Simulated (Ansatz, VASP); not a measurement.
**Two plane-wave programs on CuO**

```
Cu O
1.0
     1.99097   -2.15355    0.00000
     1.99097    2.15355    0.00000
     0.00000    0.00000    5.15593
Cu O
2 2
Direct
  0.50000 0.00000 0.00000
  0.00000 0.50000 0.50000
  0.50000 0.50000 0.25000
  0.50000 0.50000 0.75000
```

Alike in both runs: task relaxation of cell and atoms; functional PBEsol; k mesh 9 × 9 × 5; occupations fermi-dirac, width 0.05 eV; no spin polarisation.

|  | VASP | Ansatz |
| --- | --- | --- |
| version | VASP 6.6.1 | Ansatz 0.2.0 |
| potentials or method | VASP PAW PBE potentials, release 64 (Cu, O) | Ansatz PAW |
| plane-wave cutoff (eV) | 600 | 420 |
| valence electrons in the cell | 34 | 50 |

VASP gave:

| Property | Result |
| --- | --- |
| gap on the k mesh at the Fermi level, each at its own relaxed structure (eV) | none |
| relaxed volume (Å³/atom) | 10.70 |
| relaxed cell length with the largest relative difference (Å) | 5.096 |

Which values does Ansatz return?

gap on the k mesh at the Fermi level, each at its own relaxed structure (eV): none; relaxed volume (Å³/atom): 10.67; relaxed cell length with the largest relative difference (Å): 5.089.

VASP's potentials were made for PBE, not for PBEsol. A gap of «none» marks a metal or a gap that the smearing closes. VASP's potentials hold 34 valence electrons a cell and Ansatz's 50, so a difference there can come from the potentials and not from the codes.

Noted on Ansatz's run: the plane-wave basis is chosen anew once the cell has moved, so the energies of steps on either side of that aren't comparable.
